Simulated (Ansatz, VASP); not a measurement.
# One calculation of SnO2, two programs

```
Sn O
1.0
     1.65719    0.95678    5.04121
    -1.65719    0.95678    5.04121
     0.00000   -1.91355    5.04121
Sn O
1 2
Direct
  0.50984 0.49016 0.50000
  0.19839 0.27138 0.23488
  0.72862 0.80161 0.76512
```

Change from the starting cell: mode 4 frozen in at -0.118 Å, equal normal strain along x, y and z +0.0250.

Alike in both runs: task single point; functional PBE; k mesh 12 × 12 × 12; occupations gaussian, width 0.05 eV; no spin polarisation.

|  | VASP | Ansatz |
| --- | --- | --- |
| version | VASP 6.6.1 | Ansatz 0.2.0 |
| potentials or method | VASP PAW PBE potentials, release 64 (Sn_d, O), cutoff 520 eV | scalar-relativistic, plane waves, PAW |
| valence electrons in the cell | 26 | 26 |

Ansatz gave:

* gap on the k mesh at the Fermi level (eV): 1.58
* least direct gap on the mesh (eV): 1.69
* pressure (GPa): -6.8
* traceless stress, the component that is largest in VASP (GPa): 3.23
* rms of the force components (eV/Å): 0.665

Problem. Which values does VASP return?

Solution. gap on the k mesh at the Fermi level (eV): 1.56; least direct gap on the mesh (eV): 1.67; pressure (GPa): -6.4; traceless stress, the component that is largest in VASP (GPa): 2.95; rms of the force components (eV/Å): 0.679.

Atom by atom the forces differ by 0.033 eV/Å (rms over components). The functional is the same, so the differences come from potentials, cutoffs and numerics.
